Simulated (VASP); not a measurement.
A run of VASP 6.6.1:

Contents of INCAR:

```
SYSTEM = CdS
  PREC = Accurate
  ENCUT = 520
  EDIFF = 1E-8
  ISMEAR = 0
  SIGMA = 0.01
  LREAL = .False.
  LASPH = .True.
  NELM = 60
  ALGO = Normal
  ISIF = 2
  LWAVE = .False.
  LCHARG = .False.
  GGA = PS
  IBRION = 8
  NSW = 1
```

File KPOINTS:

```
regular mesh
0
Gamma
  6 6 4
  0 0 0
```

The input POSCAR:

```
CdS
1.0
    4.1238575649      0.0000000000      0.0000000000
   -2.0619287824      3.5713654128      0.0000000000
    0.0000000000      0.0000000000      6.7096909191
Cd S
2 2
Direct
    0.3333333333      0.6666666667     -0.0007769940
    0.6666666667      0.3333333333      0.4992230060
    0.3333333333      0.6666666667      0.3757769940
    0.6666666667      0.3333333333      0.8757769940
```

Potentials or basis: VASP PAW PBE potentials, release 64 (Cd, S).

Command:

```bash
$ cat potpaw_PBE.64/Cd/POTCAR potpaw_PBE.64/S/POTCAR > POTCAR
$ mpirun -np 1 vasp_std > vasp.out
```

Hardware: 1 thread of Intel(R) Xeon(R) 6975P-C (Granite Rapids) (shared host).

Question: How long does it take, and how much memory?

Answer: It took 4.4 min on 1 thread of Intel(R) Xeon(R) 6975P-C (Granite Rapids), with other jobs on the host, peak memory 0.49 GiB. Counts: scf iterations 76, k points 21.
